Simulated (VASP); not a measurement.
# CoSn: single point with PBE

CoSn:

```
Co Sn
1.0
     4.87286    0.00000    0.00000
    -2.43643    4.22002    0.00000
     0.00000    0.00000    3.89186
Co Sn
3 3
Direct
  0.00000 0.50000 0.00000
  0.50000 0.50000 0.00000
  0.50000 0.00000 0.00000
  0.66667 0.33333 0.50000
  0.33333 0.66667 0.50000
  0.00000 0.00000 0.00000
```

This cell differs from its parent crystal: strain -0.080 along x and y, -0.080 along z.

```yaml
Program: VASP 6.6.1
Task: single point
Functional: PBE
Potentials_or_basis: VASP PAW PBE potentials, release 64 (Co, Sn_d)
Cutoff: 520 eV
k_mesh: 12 × 12 × 12
Occupations: gaussian, width 0.15 eV
Spin: no spin polarisation
```

```yaml
Pressure: 58.1 GPa
```

Levels at points of the mesh, in eV from the Fermi level:
```csv
k point,band 31,band 32,band 33,band 34,band 35,band 36,band 37,band 38
"(0.00, 0.00, 0.00)",-0.61,-0.61,-0.56,-0.56,0.73,1.24,1.89,1.89
"(0.50, 0.00, 0.00)",-0.86,-0.63,-0.59,0.95,1.31,2.24,2.54,3.97
"(0.00, 0.00, 0.50)",-1.23,-0.78,-0.70,-0.70,-0.54,-0.54,-0.37,0.73
"(0.50, 0.00, 0.50)",-1.26,-0.92,-0.73,-0.63,-0.60,-0.05,0.44,1.74
```

Wall time 4.9 min on 1 thread of Intel(R) Xeon(R) Platinum 8488C (Sapphire Rapids) (shared host), peak memory 0.46 GiB.

Caveat: the cell differs from its parent crystal (strain -0.080 along x and y, -0.080 along z); spin-orbit coupling is left out, which moves the levels of the heavy elements. Spin polarisation is off, so any magnetic state and its effect on volume and gap are missing.
